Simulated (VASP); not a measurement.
The system is LuAs.

```
Lu As
1.0
     0.00000    2.84000    2.84000
     2.84000    0.00000    2.84000
     2.84000    2.84000    0.00000
Lu As
1 1
Direct
  0.00000 0.00000 0.00000
  0.50000 0.50000 0.50000
```

```yaml
Program: VASP 6.6.1
Task: relaxation of cell and atoms
Functional: LDA
Potentials_or_basis: VASP PAW PBE potentials, release 64 (Lu, As)
Cutoff: 600 eV
k_mesh: 12 × 12 × 12
Occupations: methfessel-paxton, width 0.05 eV
Spin: no spin polarisation
```

At the start: pressure -5.1 GPa; volume 22.91 Å³/atom.

**Question.** How do energy, volume and symmetry change on relaxing?

**Answer.** Over 3 steps the energy falls by 23.0 meV/atom and the volume is 21.53 Å³/atom (-6.0 %); space group Fm-3m (No. 225, to 0.1 Å) before and after.

The path:
```csv
step,energy change (eV),largest force (eV/Å),pressure (GPa),volume (Å³)
1,0.0000,0.0000,-5.09,45.81
2,-0.0203,0.0000,4.59,41.16
3,-0.0461,0.0000,0.02,43.06
```

Final structure:
```cif
data_structure
_symmetry_space_group_name_H-M 'P 1'
_symmetry_Int_Tables_number 1
_cell_length_a 3.9342
_cell_length_b 3.9342
_cell_length_c 3.9342
_cell_angle_alpha 60.000
_cell_angle_beta 60.000
_cell_angle_gamma 60.000
_cell_volume 43.06
loop_
_atom_site_label
_atom_site_type_symbol
_atom_site_fract_x
_atom_site_fract_y
_atom_site_fract_z
_atom_site_occupancy
Lu1 Lu 0.00000 0.00000 0.00000 1
As1 As 0.50000 0.50000 0.50000 1
```

Caveat: the PAW data sets were made with another functional, which shifts forces and pressure a little.
